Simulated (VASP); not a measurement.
# ScSi2O3 (P-62m) in VASP: a series of runs, part 2 of 2

VASP 6.6.1. Earlier steps stand in the parts before.

## 4. Relaxation of cell and atoms, PBE

This run uses another cell than the first one, of 13.32 Å³/atom, 1.014 times its volume.

Input file INCAR:

```
SYSTEM = ScSi2O3
PREC     = Accurate       ! precision mode
ENCUT    = 600            ! plane-wave cutoff, eV
EDIFF    = 1E-6           ! SCF threshold, eV
ISMEAR   = 0              ! smearing method
SIGMA    = 0.1            ! smearing width, eV
LREAL    = .False.        ! projectors in reciprocal space
LASPH    = .True.         ! aspherical terms in the spheres
NELM     = 100            ! most SCF steps
ALGO     = Normal         ! electronic algorithm
ISIF     = 3              ! what is computed and relaxed
LWAVE    = .False.        ! write WAVECAR
LCHARG   = .False.        ! write CHGCAR
GGA      = PE             ! functional
IBRION   = 2              ! ionic algorithm
NSW      = 90             ! ionic steps
EDIFFG   = -0.04          ! ionic threshold
```

Input file KPOINTS:

```
regular mesh
0
Gamma
  6 6 6
  0 0 0
```

Input file POSCAR:

```
ScSi2O3
1.0
    5.7470844042      0.0000000000      0.0000000000
   -2.8735422021      4.9771210917      0.0000000000
    0.0000000000      0.0000000000      2.7937017987
Sc Si O
1 2 3
Direct
    0.0000000000      0.0000000000      0.5000000000
    0.3333333333      0.6666666667      0.5000000000
    0.6666666667      0.3333333333      0.5000000000
    0.3542186461      0.0000000000      0.5000000000
    0.0000000000      0.3542186461      0.5000000000
    0.6457813539      0.6457813539      0.5000000000
```

The run is started by

```
$ cat potpaw_PBE.64/Sc_sv/POTCAR potpaw_PBE.64/Si/POTCAR potpaw_PBE.64/O/POTCAR > POTCAR
$ mpirun -np 1 vasp_std > vasp.out
```

Run time: 68 s. Hardware: 1 thread of Intel Xeon 6975P-C (Granite Rapids), shared host; peak memory 0.26 GiB.

The run converged. Its results:

```yaml
Free_energy: -40.4030 eV
Relaxed_volume: 13.37 Å³/atom
Relaxed_cell: a = 5.757 Å, b = 5.757 Å, c = 2.795 Å, α = 90.00°, β = 90.00°, γ = 120.00°
Space_group_after_relaxing_to_0.05_Å: P-62m (No. 189)
Energy_gained_by_relaxing: 0.1 meV/atom
Ionic_steps: 3
Pressure_after_relaxing: 0.0 GPa
Largest_force_after_relaxing: 0.023 eV/Å
```

Forces in eV/Å, atoms in the order of the input:
```
Sc   0.000  0.000  0.000
Si   0.000  0.000  0.000
Si   0.000  0.000  0.000
O    0.023  0.000  0.000
O   -0.012  0.020  0.000
O   -0.012 -0.020  0.000
```

Stress tensor (GPa, compression positive):
```
-0.11  0.00  0.00
 0.00 -0.11  0.00
 0.00  0.00  0.20
```

The path:
```csv
step,energy change (eV),largest force (eV/Å),pressure (GPa),volume (Å³)
1,0.0000,0.0589,0.53,79.91
2,-0.0005,0.0013,-0.31,80.42
3,-0.0008,0.0231,-0.01,80.23
```

Final structure:
```xyz
6
Lattice="5.7570 0.0000 0.0000 -2.8785 4.9857 0.0000 0.0000 0.0000 2.7951" Properties=species:S:1:pos:R:3 pbc="T T T"
Sc    0.0000    0.0000    1.3975
Si    0.0000    3.3238    1.3975
Si    2.8785    1.6619    1.3975
O     2.0410    0.0000    1.3975
O     4.7365    1.7676    1.3975
O     1.8580    3.2181    1.3975
```

Levels at points of the mesh, in eV from the Fermi level:
| k point | band 16 | band 17 | band 18 | band 19 | band 20 | band 21 |
| --- | --- | --- | --- | --- | --- | --- |
| (0.00, 0.00, 0.00) | -3.53 | -3.53 | -1.19 | 0.04 | 1.08 | 1.08 |
| (0.50, 0.00, 0.00) | -3.45 | -2.32 | -1.71 | -1.32 | 0.39 | 1.87 |
| (0.00, 0.00, 0.50) | -5.98 | -2.38 | -0.27 | 0.22 | 0.22 | 0.22 |
| (0.50, 0.00, 0.50) | -5.75 | -1.87 | -0.80 | 0.91 | 1.05 | 1.20 |

Caveat: the k points lie up to 0.37 Å⁻¹ apart in the final cell; an odd number of electrons without spin polarisation forces a metal; a magnetic or distorted state may lie lower.

## 5. Single point, PBE, collinear spin, ferromagnetic start

This run uses another cell than the first one, of 14.61 Å³/atom, 1.113 times its volume.

Input file INCAR:

```
PREC = Accurate
ENCUT = 520
EDIFF = 1E-6
ISMEAR = 0
SIGMA = 0.1
LREAL = False
LASPH = True
NELM = 150
ALGO = Normal
ISIF = 2
LWAVE = False
LCHARG = False
ISPIN = 2
MAGMOM = 0 0 0 1 1 1
LORBIT = 11
LMAXMIX = 4
GGA = PE
NBANDS = 32
```

Input file KPOINTS:

```
regular mesh
0
Gamma
  6 6 4
```

Input file POSCAR:

```
ScSi2O3
1.0
    4.2124495600      0.0000000000      0.0000000000
   -2.1062247800      3.6480883300      0.0000000000
    0.0000000000      0.0000000000      5.7045518700
Sc Si O
1 2 3
Direct
    0.0000000000      0.0000000000      0.5000000000
    0.3333333300      0.6666666700      0.5000000000
    0.6666666700      0.3333333300      0.5000000000
    0.4140868900      0.0000000000      0.5000000000
    0.0000000000      0.4140868900      0.5000000000
    0.5859131100      0.5859131100      0.5000000000
```

The run is started by

```
$ cat potpaw_PBE.64/Sc_sv/POTCAR potpaw_PBE.64/Si/POTCAR potpaw_PBE.64/O/POTCAR > POTCAR
$ mpirun -np 1 vasp_std > vasp.out
```

It took 81 s on 1 thread of Intel Xeon 6975P-C (Granite Rapids), shared host; peak memory 0.28 GiB.

The run converged. Its results:

* Free energy: 4.0568 eV
* Pressure: 207.2 GPa
* Largest force: 9.916 eV/Å
* Net moment: 0.00 μB per cell
* Valence electrons inside the program's atomic spheres: Sc 11.17; Si 3.03; O 5.98

Forces in eV/Å, atoms in the order of the input:
```
Sc   0.000  0.000  0.000
Si   0.000  0.000  0.000
Si   0.000  0.000  0.000
O   -9.916  0.000  0.000
O    4.958 -8.588  0.000
O    4.958  8.588  0.000
```

Stress tensor (GPa, compression positive):
```
311.99   0.00   0.00
  0.00 311.99   0.00
  0.00   0.00  -2.41
```

Levels at points of the mesh, in eV from the Fermi level:
Spin up:
```csv
k point,band 15,band 16,band 17,band 18,band 19,band 20,band 21,band 22,band 23,band 24
"(0.00, 0.00, 0.00)",-12.77,-11.45,-3.33,-0.49,-0.49,-0.24,-0.24,-0.21,1.86,2.60
"(0.50, 0.00, 0.00)",-12.78,-12.13,-0.86,-0.84,-0.49,0.50,1.25,2.40,2.65,2.86
"(0.00, 0.00, 0.50)",-12.77,-11.45,-2.42,-0.53,-0.53,-0.52,-0.29,-0.24,-0.24,2.68
"(0.50, 0.00, 0.50)",-12.78,-12.13,-0.63,-0.11,-0.10,0.51,0.59,1.69,2.36,2.53
```
Spin down:
| k point | band 15 | band 16 | band 17 | band 18 | band 19 | band 20 | band 21 | band 22 | band 23 | band 24 |
| --- | --- | --- | --- | --- | --- | --- | --- | --- | --- | --- |
| (0.00, 0.00, 0.00) | -12.77 | -11.45 | -3.33 | -0.49 | -0.49 | -0.24 | -0.24 | -0.21 | 1.87 | 2.60 |
| (0.50, 0.00, 0.00) | -12.78 | -12.13 | -0.86 | -0.84 | -0.49 | 0.50 | 1.25 | 2.40 | 2.65 | 2.86 |
| (0.00, 0.00, 0.50) | -12.77 | -11.45 | -2.42 | -0.52 | -0.52 | -0.52 | -0.29 | -0.24 | -0.24 | 2.68 |
| (0.50, 0.00, 0.50) | -12.78 | -12.13 | -0.63 | -0.11 | -0.10 | 0.52 | 0.59 | 1.69 | 2.36 | 2.53 |

Caveat: forces of over 1 eV/Å act on the atoms, so gaps and moduli don't describe the material at rest.

## 6. Single point, PBE

This run uses another cell than the first one, of 13.40 Å³/atom, 1.020 times its volume.

Input file INCAR:

```
SYSTEM = ScSi2O3
PREC = Accurate
ENCUT = 520
EDIFF = 1E-6
ISMEAR = 0
SIGMA = 0.1
LREAL = .False.
LASPH = .True.
NELM = 80
ALGO = Normal
ISIF = 2
LWAVE = .False.
LCHARG = .True.
GGA = PE
LELF = .True.
LVHAR = .True.
NBANDS = 28
```

Input file KPOINTS:

```
regular mesh
0
Gamma
  12 12 14
  0 0 0
```

Input file POSCAR:

```
ScSi2O3
1.0
    5.7566267624      0.0000000000      0.0000000000
   -2.8783133812      4.9853850163      0.0000000000
    0.0000000000      0.0000000000      2.8009674057
Sc Si O
1 2 3
Direct
    0.0000000000      0.0000000000      0.5000000000
    0.3333333333      0.6666666667      0.5000000000
    0.6666666667      0.3333333333      0.5000000000
    0.3529367166      0.0000000000      0.5000000000
    0.0000000000      0.3529367166      0.5000000000
    0.6470632834      0.6470632834      0.5000000000
```

Potentials or basis: VASP PAW PBE potentials, release 64 (Sc_sv, Si, O).

The run is started by

```
$ cat potpaw_PBE.64/Sc_sv/POTCAR potpaw_PBE.64/Si/POTCAR potpaw_PBE.64/O/POTCAR > POTCAR
$ mpirun -np 1 vasp_std > vasp.out
```

Run time: 3.3 min. Hardware: 1 thread of Intel Xeon 6975P-C (Granite Rapids), shared host; peak memory 0.45 GiB.

The run converged. Its results:

- Free energy: -40.3657 eV
- Pressure: 0.3 GPa
- Largest force: 0.052 eV/Å

Forces in eV/Å, atoms in the order of the input:
```
Sc   0.000  0.000  0.000
Si   0.000  0.000  0.000
Si   0.000  0.000  0.000
O    0.052  0.000  0.000
O   -0.026  0.045  0.000
O   -0.026 -0.045  0.000
```

Stress tensor (GPa, compression positive):
```
 0.58  0.00  0.00
 0.00  0.58  0.00
 0.00  0.00 -0.13
```

Levels at points of the mesh, in eV from the Fermi level:
| k point | band 17 | band 18 | band 19 | band 20 | band 21 | band 22 |
| --- | --- | --- | --- | --- | --- | --- |
| (0.00, 0.00, 0.00) | -3.79 | -1.50 | -0.24 | 0.85 | 0.85 | 3.13 |
| (0.50, 0.00, 0.00) | -2.57 | -1.99 | -1.61 | 0.13 | 1.63 | 2.38 |
| (0.00, 0.00, 0.50) | -2.60 | -0.55 | -0.05 | -0.03 | -0.03 | 2.18 |
| (0.50, 0.00, 0.50) | -2.12 | -1.06 | 0.66 | 0.80 | 0.91 | 1.43 |

Caveat: an odd number of electrons without spin polarisation forces a metal; a magnetic or distorted state may lie lower.

## 7. The runs side by side

| task | spin | cell | k mesh | cutoff (eV) | gap on the mesh (eV) | pressure (GPa) | relaxed volume (Å³/atom) | largest force (eV/Å) |
| --- | --- | --- | --- | --- | --- | --- | --- | --- |
| relaxation of cell and atoms | off | relaxed from a = 5.764, b = 5.764, c = 2.738 Å, angles 90.0, 90.0, 120.0°, 6 atoms | 3 × 3 × 6 | 600 | none | -0.1 | 13.37 | 0.01 |
| relaxation of cell and atoms | off | relaxed from a = 4.212, b = 4.212, c = 5.705 Å, angles 90.0, 90.0, 120.0°, 6 atoms | 6 × 6 × 4 | 600 | none | -0.1 | 12.50 | 0.01 |
| relaxation of cell and atoms | off | relaxed from a = 5.747, b = 5.747, c = 2.794 Å, angles 90.0, 90.0, 120.0°, 6 atoms | 6 × 6 × 6 | 600 | none | 0.0 | 13.37 | 0.02 |
| single point | collinear, ferromagnetic start | a = 4.212, b = 4.212, c = 5.705 Å, angles 90.0, 90.0, 120.0°, 6 atoms | 6 × 6 × 4 | 520 | none | 207.2 | - | 9.92 |
| single point | off | a = 5.757, b = 5.757, c = 2.801 Å, angles 90.0, 90.0, 120.0°, 6 atoms | 12 × 12 × 14 | 520 | none | 0.3 | - | 0.05 |

Alike in all rows: level PBE; potentials or basis VASP PAW PBE potentials, release 64 (Sc_sv, Si, O); smearing gaussian 0.1 eV.

Caveats: some runs use coarse meshes; an odd number of electrons without spin polarisation forces a metal (some runs); a magnetic or distorted state may lie lower (some runs); forces of over 1 eV/Å act on the atoms, so gaps and moduli don't describe the material at rest (some runs).

Absolute energies hang on the potentials; compare differences alone.
